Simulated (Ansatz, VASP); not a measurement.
KI in VASP and in Ansatz

File INCAR:

```
SYSTEM = KI
PREC     = Accurate       ! precision mode
ENCUT    = 600            ! plane-wave cutoff, eV
EDIFF    = 1E-6           ! SCF threshold, eV
ISMEAR   = 0              ! smearing method
SIGMA    = 0.01           ! smearing width, eV
LREAL    = .FALSE.        ! projectors in reciprocal space
LASPH    = .TRUE.         ! aspherical terms in the spheres
NELM     = 60             ! most SCF steps
ALGO     = Normal         ! electronic algorithm
ISIF     = 3              ! what is computed and relaxed
LWAVE    = .FALSE.        ! write WAVECAR
LCHARG   = .FALSE.        ! write CHGCAR
GGA      = RE             ! functional
IVDW     = 12             ! dispersion correction
IBRION   = 2              ! ionic algorithm
NSW      = 80             ! ionic steps
EDIFFG   = -0.005         ! ionic threshold
```

KPOINTS

```
Automatic mesh
0
G
  4 4 4
  0 0 0
```

Contents of POSCAR:

```
KI
1.0
    0.0000000000      3.5327700000      3.5327700000
    3.5327700000      0.0000000000      3.5327700000
    3.5327700000      3.5327700000      0.0000000000
K I
1 1
Direct
    0.0000000000      0.0000000000      0.0000000000
    0.5000000000      0.5000000000      0.5000000000
```

Input for Ansatz:

```yaml
crystal:
  lattice:
    - [0.0, 3.53277, 3.53277]
    - [3.53277, 0.0, 3.53277]
    - [3.53277, 3.53277, 0.0]
  atoms:
    - { symbol: K, position: [0.0, 0.0, 0.0] }
    - { symbol: I, position: [0.5, 0.5, 0.5] }
kpoints:
  mp_grid:
    grid: [4, 4, 4]
hamiltonian:
  xc: revpbe
  dispersion: d3bj
  pseudopotentials:
    kind: paw
    azcp:
      folder: soft_1
scf:
  occupations:
    method: fixed
relax:
  f_tol: 0.005
  cell: {}
```

Alike in both runs: task relaxation of cell and atoms; functional revPBE; dispersion D3(BJ); k mesh 4 × 4 × 4; no spin polarisation.

|  | VASP | Ansatz |
| --- | --- | --- |
| version | VASP 6.6.1 | Ansatz 0.2.0 |
| potentials or method | VASP PAW PBE potentials, release 64 (K_sv, I) | plane waves, PAW |
| plane-wave cutoff (eV) | 600 | 420 |
| occupations | gaussian, width 0.01 eV | fixed |
| valence electrons in the cell | 16 | 26 |

|  | VASP | Ansatz | Ansatz less VASP |
| --- | --- | --- | --- |
| relaxed volume (Å³/atom) | 43.81 | 43.61 | -0.197 |
| relaxed cell length with the largest relative difference (Å) | 4.985 | 4.978 | -0.0075 |

VASP's potentials were made for PBE, not for revPBE. VASP's potentials hold 16 valence electrons a cell and Ansatz's 26, so a difference there can come from the potentials and not from the codes.

Spin-orbit coupling is off throughout.
